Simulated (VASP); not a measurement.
A run of VASP 6.6.1 is set up as follows.

Contents of INCAR:

```
ALGO = Normal
EDIFF = 1E-6
ENCUT = 520
ISIF = 2
ISMEAR = 0
LASPH = True
LCHARG = False
LREAL = False
LWAVE = False
NBANDS = 11
NELM = 60
PREC = Accurate
SIGMA = 0.05
```

KPOINTS

```
k-points
0
Gamma
  10 10 10
```

Contents of POSCAR:

```
AlN
1.0
    0.0000000000      2.1839935596      2.1839935596
    2.1839935596      0.0000000000      2.1839935596
    2.1839935596      2.1839935596      0.0000000000
Al N
1 1
Direct
    0.0000000000      0.0000000000      0.0000000000
    0.7500000000      0.7500000000      0.7500000000
```

Potentials or basis: VASP PAW LDA potentials, release 64 (Al, N).

Launch:

```console
$ cat potpaw_LDA.64/Al/POTCAR potpaw_LDA.64/N/POTCAR > POTCAR
$ mpirun -np 1 vasp_std > vasp.out
```

(1) Predict the pressure.

(2) Estimate the band gap on the k mesh.

## Answers

(1) -3.0 GPa.

(2) 3.22 eV, indirect (least direct gap 4.23 eV).
